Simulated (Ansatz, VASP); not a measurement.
# One calculation of AlN, two programs

The input POSCAR:

```
AlN
1.0
   -0.0231160437      2.0188684454      2.0188684454
    2.0188684454     -0.0231160437      2.0188684454
    1.9957524017      1.9957524017      0.0000000000
Al N
1 1
Direct
    0.0000000000      0.0000000000      0.0000000000
    0.5000000000      0.5000000000      0.5000000000
```

File INCAR.step1:

```
SYSTEM = AlN
  PREC = Accurate
  ENCUT = 520
  EDIFF = 1E-5
  ISMEAR = 0
  SIGMA = 0.01
  LREAL = .FALSE.
  LASPH = .TRUE.
  NELM = 80
  ALGO = Normal
  ISIF = 2
  LWAVE = .TRUE.
  GGA = PE
  NBANDS = 11
```

File INCAR.step2:

```
SYSTEM = AlN
  PREC = Accurate
  ENCUT = 520
  EDIFF = 1E-6
  ISMEAR = 0
  SIGMA = 0.01
  LREAL = .FALSE.
  LASPH = .TRUE.
  NELM = 80
  ALGO = Normal
  ISIF = 2
  LWAVE = .FALSE.
  LCHARG = .TRUE.
  GGA = PE
  LHFCALC = .TRUE.
  HFSCREEN = 0.2079
  PRECFOCK = Normal
  LELF = .TRUE.
  LVHAR = .TRUE.
  ISTART = 1
  NBANDS = 11
```

File KPOINTS:

```
regular mesh
0
G
  8 8 8
  0 0 0
```

Input for Ansatz:

```yaml
crystal:
  lattice:
    - [-0.0231160437, 2.0188684454, 2.0188684454]
    - [2.0188684454, -0.0231160437, 2.0188684454]
    - [1.9957524017, 1.9957524017, 0.0]
  atoms:
    - { symbol: Al, position: [0.0, 0.0, 0.0] }
    - { symbol: "N", position: [0.5, 0.5, 0.5] }
kpoints:
  mp_grid: { grid: [8, 8, 8] }
  band_path:
    path:
      - [0.0, 0.0, 0.0]
      - [0.5, 0.0, 0.5]
      - [0.625, 0.25, 0.625]
      - [0.375, 0.375, 0.75]
      - [0.5, 0.5, 0.5]
      - [0.5, 0.25, 0.75]
    npoints: 1
hamiltonian:
  xc: hse06
scf:
  occupations: { method: fixed }
  n_extra_bands: 4
output:
  forces: true
  stress: true
  eigenvalues: true
```

Change from the starting cell: shear_xy strain -2.3%.

Alike in both runs: task single point; functional HSE06; k mesh 8 × 8 × 8; no spin polarisation.

```csv
,VASP,Ansatz
version,VASP 6.6.1,Ansatz 0.2.0
potentials or method,"VASP PAW PBE potentials, release 64 (Al, N)","plane waves, PAW"
plane-wave cutoff (eV),520,420
occupations,"gaussian, width 0.01 eV",fixed
valence electrons in the cell,8,8
```

|  | VASP | Ansatz | Ansatz less VASP |
| --- | --- | --- | --- |
| gap on the k mesh at the Fermi level (eV) | 5.66 | 5.70 | +0.039 |
| pressure (GPa) | -1.4 | -1.5 | -0.08 |
| traceless stress, the component that is largest in VASP (GPa) | 7.61 | 7.62 | +0.010 |

Ansatz's warnings: stress exchange threshold loose, stress scf threshold loose.
